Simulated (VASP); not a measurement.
# H (C2/m) in VASP: a series of runs

Runs on H. Level: PBEsol. Tasks: single point.

All numbers are computed with VASP 6.6.1; they aren't measurements. Logs are shortened: lines on timing, memory, paths and dates and some standing lists are left out, and cuts for length are marked.

## (1) The cell of the first run

Symmetry: C2/m, No. 12, monoclinic system. Conventional cell: a = 5.329 Å, b = 3.383 Å, c = 3.383 Å, α = 90.00°, β = 129.41°, γ = 90.00°. H (site symmetry m) has 1 H at 0.78 Å within 1.1 Å.

## (2) Single point, PBEsol (one atom moved)

Input file INCAR:

```
PREC = Accurate
ENCUT = 520
EDIFF = 1E-7
ISMEAR = 0
SIGMA = 0.02
LREAL = F
LASPH = T
NELM = 60
ALGO = Normal
ISIF = 2
LWAVE = F
LCHARG = F
GGA = PS
NBANDS = 8
```

Input file KPOINTS:

```
regular mesh
0
Gamma
  10 10 10
```

Input file POSCAR:

```
H
1.0
   -1.6915344700      1.6915344700      2.0584739900
    1.6915344700     -1.6915344700      2.0584739900
    1.6915344700      1.6915344700     -2.0584739900
H
2
Direct
    0.9098622900      0.9098622900      0.0000000000
    0.0901377100      0.1566453703      0.0665076603
```

Potentials or basis: VASP PAW PBE potentials, release 64 (H).

Command:

```
cat potpaw_PBE.64/H/POTCAR > POTCAR
mpirun -np 1 vasp_std > vasp.out
```

OUTCAR:

```text
PREC = Accurate
   ENCUT = 520
   EDIFF = 1E-7
   ISMEAR = 0
   LREAL = F
   LASPH = T
   NELM = 60
   ISIF = 2
   GGA = PS

 ion  position               nearest neighbor table
   1  0.910  0.910  0.000-   2 0.78
   2  0.090  0.157  0.067-   1 0.78

  LATTYP: Found a body centered tetragonal cell.
 ALAT       =     3.3830689400
 C/A-ratio  =     1.2169270130

  Lattice vectors:

 A1 = (  -1.6915344700,   1.6915344700,   2.0584739900)
 A2 = (   1.6915344700,  -1.6915344700,   2.0584739900)
 A3 = (   1.6915344700,   1.6915344700,  -2.0584739900)

Analysis of symmetry for initial positions (statically):
=====================================================================
 Subroutine PRICEL returns:
 Original cell was already a primitive cell.

 Routine SETGRP: Setting up the symmetry group for a
 body centered tetragonal supercell.

 Subroutine GETGRP returns: Found  4 space group operations
 (whereof  2 operations were pure point group operations)
 out of a pool of 16 trial point group operations.

The static configuration has the point symmetry C_1h.
 The point group associated with its full space group is C_2h.

Analysis of symmetry for dynamics (positions and initial velocities):
=====================================================================
 Subroutine PRICEL returns:
 Original cell was already a primitive cell.

 Routine SETGRP: Setting up the symmetry group for a
 body centered tetragonal supercell.

 Subroutine GETGRP returns: Found  4 space group operations
 (whereof  2 operations were pure point group operations)
 out of a pool of 16 trial point group operations.

The dynamic configuration has the point symmetry C_1h.
 The point group associated with its full space group is C_2h.

 Subroutine INISYM returns: Found  4 space group operations
 (whereof  2 operations are pure point group operations),
 and found     1 'primitive' translations

----------------------------------------------------------------------------------------

                                     Primitive cell

  volume of cell :      23.5596

  direct lattice vectors                    reciprocal lattice vectors
    -1.691534470  1.691534470  2.058473990     0.000000000  0.295589602  0.242898381
     1.691534470 -1.691534470  2.058473990     0.295589602  0.000000000  0.242898381
     1.691534470  1.691534470 -2.058473990     0.295589602  0.295589602  0.000000000

  length of vectors
[... 81 lines left out ...]
   NELM   =     60;   NELMIN=  2; NELMDL= -5     # of ELM steps
   EDIFF  = 0.1E-06   stopping-criterion for ELM
   LREAL  =      F    real-space projection
   EDIFFG = 0.1E-05   stopping-criterion for IOM
   NSW    =      0    number of steps for IOM
   IBRION =     -1    ionic relax: 0-MD 1-quasi-New 2-CG
   NFREE  =      0    steps in history (QN), initial steepest desc. (CG)
   ISIF   =      2    stress and relaxation
   ISYM   =      2    0-nonsym 1-usesym 2-fastsym
   POTIM  = 0.5000    time-step for ionic-motion
   TEBEG  =    0.0;   TEEND  =   0.0 temperature during run
   PSTRESS=    0.0 pullay stress
   NELECT =       2.0000    total number of electrons
   NUPDOWN=      -1.0000    fix difference up-down
   EMIN   =  10.00;   EMAX   =-10.00  energy-range for DOS
   EFERMI =   0.00;   METHOD = LEGACY
   ISMEAR =     0;   SIGMA  =   0.02  broadening in eV -4-tet -1-fermi 0-gaus
   EFERMI_NEDOS =   21; number of points for ismear=-14 and -15
   IALGO  =     38    algorithm
   IMIX   =      4    mixing-type and parameters
     AMIX     =   0.40;   BMIX     =  1.00
     AMIX_MAG =   1.60;   BMIX_MAG =  1.00
  volume/ion in A,a.u.               =      11.78        79.49
  Fermi-wavevector in a.u.,A,eV,Ry     =   0.719497  1.359653  7.043413  0.517676
  Thomas-Fermi vector in A             =   1.808708
   LORBIT       =      0    0 simple, 1 ext, 2 COOP (PROOUT), +10 PAW based schemes
   GGA     = PS    functional components
   LHFCALC =     F    Hartree Fock is set to
   AEXX    =    0.0000 exact exchange contribution
   IVDW    =     0    specifies the selected vdW correction
   LEPSILON=     F    determine dielectric tensor
   LRPA    =     F    only Hartree local field effects (RPA)
 non-spin polarized calculation
 Gauss-broadening in eV      SIGMA  =   0.02
  energy-cutoff  :      520.00
  volume of cell :       23.56
 maximum number of plane-waves:       646
   NGX = 11   NGY = 11   NGZ = 11

 number of electron       2.0000000 magnetization

 Free energy of the ion-electron system (eV)
  ---------------------------------------------------
  ext. energy  EPLUGINS =         0.00000000
  ---------------------------------------------------
  free energy    TOTEN  =        -6.52081950 eV

  energy without entropy =       -6.52081950  energy(sigma->0) =       -6.52081950

 E-fermi :  -7.5874     XC(G=0):  -5.4543

 val. band max:       -7.7712199960   @ k =   0.5000   0.5000   0.5000
 cond. band min:       0.0415208326   @ k =   0.0000   0.5000   0.0000
 fundamental gap:      7.8127408286
 Fermi energy:        -7.5874121222

 k-point     1 :       0.0000    0.0000    0.0000
  band No.  band energies     occupation
      1     -10.3149      2.00000
      2       5.6685      0.00000
      3       8.7060      0.00000
      4      15.2391      0.00000
      5      15.3540      0.00000
      6      17.2999      0.00000
      7      17.3541      0.00000
      8      18.8314      0.00000
[... 243 lines left out ...]
 k-point    24 :      -0.0000    0.4000   -0.1000
  band No.  band energies     occupation
      1      -8.9693      2.00000
      2       1.1565      0.00000
      3       8.3861      0.00000
      4      11.4562      0.00000
      5      12.9366      0.00000
      6      15.9405      0.00000
      7      18.6148      0.00000
      8      19.2620      0.00000

 [... further k-points ...]
[... 5 lines left out ...]
  --------------------------------------------------------------------------------------
  -------------------------------------------------------------------------------------
  Total       -0.0474125     -0.0041859     -0.3583599      0.0000000      0.0000000     -0.1193115
  in kB       -3.2243057     -0.2846652    -24.3704155      0.0000000      0.0000000     -8.1138278
  external PRESSURE =      -9.2931288 kB  Pullay stress =       0.0000000 kB

 VOLUME and BASIS-vectors are now :
 -----------------------------------------------------------------------------
  energy-cutoff  :      520.00
  volume of cell :       23.56
      direct lattice vectors                 reciprocal lattice vectors
    -1.691534470  1.691534470  2.058473990     0.000000000  0.295589602  0.242898381
     1.691534470 -1.691534470  2.058473990     0.295589602  0.000000000  0.242898381
     1.691534470  1.691534470 -2.058473990     0.295589602  0.295589602  0.000000000

 POSITION                                       TOTAL-FORCE (eV/Angst)
 -----------------------------------------------------------------------------------
      0.00000      0.00000      3.74586         0.155053      0.000000      0.476929
      0.22500      0.00000      0.37109        -0.155053     -0.000000     -0.476929
 -----------------------------------------------------------------------------------
    total drift:                               -0.000000      0.000000      0.000001

  FREE ENERGIE OF THE ION-ELECTRON SYSTEM (eV)
  ---------------------------------------------------
  free  energy   TOTEN  =        -6.5208194999 eV

  energy  without entropy=       -6.5208194999  energy(sigma->0) =       -6.52081950
```

Run time: 46 s. Hardware: 1 thread of Intel Xeon Platinum 8375C at 2.90GHz (Ice Lake), shared host; peak memory 0.15 GiB.

What came out:

```
Free energy            : -6.5208 eV
Pressure               : -0.9 GPa
Largest force          : 0.502 eV/Å
Band gap on the k mesh : 7.81 eV, indirect (least direct gap 8.57 eV)
```

Forces in eV/Å, atoms in the order of the input:
```
H    0.155  0.000  0.477
H   -0.155  0.000 -0.477
```

Stress tensor (GPa, compression positive):
```
-0.32  0.00 -0.81
 0.00 -0.03  0.00
-0.81  0.00 -2.44
```

Caveat: the cell differs from its parent crystal (one atom moved); the PAW data sets were made with another functional, which shifts forces and pressure a little.

## (3) Single point, PBEsol (strained and its atoms moved)

Input file INCAR:

```
SYSTEM = H
  ALGO = Normal
  EDIFF = 1E-7
  ENCUT = 520
  GGA = PS
  ISIF = 2
  ISMEAR = 0
  LASPH = .TRUE.
  LCHARG = .TRUE.
  LELF = .TRUE.
  LREAL = .FALSE.
  LVHAR = .TRUE.
  LWAVE = .FALSE.
  NBANDS = 8
  NELM = 100
  PREC = Accurate
  SIGMA = 0.02
```

Input file KPOINTS:

```
k-points
0
G
  10 10 10
  0 0 0
```

Input file POSCAR:

```
H
1.0
   -1.7611197091      1.7423819962      2.1017407083
    1.7530093216     -1.7423819962      2.0950760625
    1.7611197091      1.7423819962     -2.1017407083
H
2
Direct
    0.9033039660      0.8596897379     -0.0436142281
    0.0966960340      0.1403102621      0.0436142281
```

Potentials or basis: VASP PAW PBE potentials, release 64 (H).

Command:

```
cat potpaw_PBE.64/H/POTCAR > POTCAR
mpirun -np 1 vasp_std > vasp.out
```

It took 65 s on 1 thread of AMD EPYC 7R43 (Zen 3), shared host; peak memory 0.13 GiB.

It converged, with:

```yaml
Free_energy: -6.3736 eV
Pressure: -4.7 GPa
Largest_force: 2.545 eV/Å
Band_gap_on_the_k_mesh: 6.83 eV, indirect (least direct gap 7.54 eV)
```

Forces in eV/Å, atoms in the order of the input:
```
H    0.906  0.000  2.379
H   -0.906  0.000 -2.379
```

Stress tensor (GPa, compression positive):
```
 -1.90   0.00  -4.63
  0.00  -0.09   0.00
 -4.63   0.00 -12.10
```

Levels at points of the mesh, in eV from the valence-band top:
| k point | band 1 | band 2 | band 3 | band 4 | band 5 |
| --- | --- | --- | --- | --- | --- |
| (0.00, 0.00, 0.00) | -2.49 | 12.87 | 14.49 | 21.56 | 21.90 |
| (0.50, 0.00, 0.00) | -0.87 | 7.70 | 15.70 | 16.04 | 18.90 |
| (0.00, 0.50, 0.00) | -0.70 | 6.83 | 15.40 | 18.47 | 18.54 |
| (0.50, 0.50, 0.00) | -0.68 | 9.14 | 12.50 | 15.00 | 17.53 |
| (0.50, 0.00, 0.50) | -1.03 | 8.45 | 14.92 | 15.97 | 18.95 |
| (0.50, 0.50, 0.50) | 0.00 | 8.56 | 14.18 | 14.46 | 14.73 |

Caveat: the cell differs from its parent crystal (strained and its atoms moved); the PAW data sets were made with another functional, which shifts forces and pressure a little. A k mesh can miss the band edges.
